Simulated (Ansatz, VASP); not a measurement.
## One calculation of Mo, two programs

```
Mo
1.0
    -1.57350    1.57350    1.57350
     1.57350   -1.57350    1.57350
     1.57350    1.57350   -1.57350
Mo
1
Direct
  0.00000 0.00000 0.00000
```

Alike in both runs: task relaxation of cell and atoms; functional PBE; k mesh 16 × 16 × 16; occupations methfessel-paxton of order 1, width 0.2 eV; no spin polarisation.

```csv
,VASP,Ansatz
version,VASP 6.6.1,Ansatz 0.2.0
potentials or method,"VASP PAW PBE potentials, release 64 (Mo_sv)","scalar-relativistic, plane waves, PAW"
plane-wave cutoff (eV),600,420
valence electrons in the cell,14,14
```

|  | VASP | Ansatz | Ansatz less VASP |
| --- | --- | --- | --- |
| gap on the k mesh at the Fermi level, each at its own relaxed structure (eV) | none | none | - |
| relaxed volume (Å³/atom) | 15.80 | 15.78 | -0.024 |
| relaxed cell length with the largest relative difference (Å) | 2.738 | 2.737 | -0.0014 |

A gap of «none» marks a metal or a gap that the smearing closes.
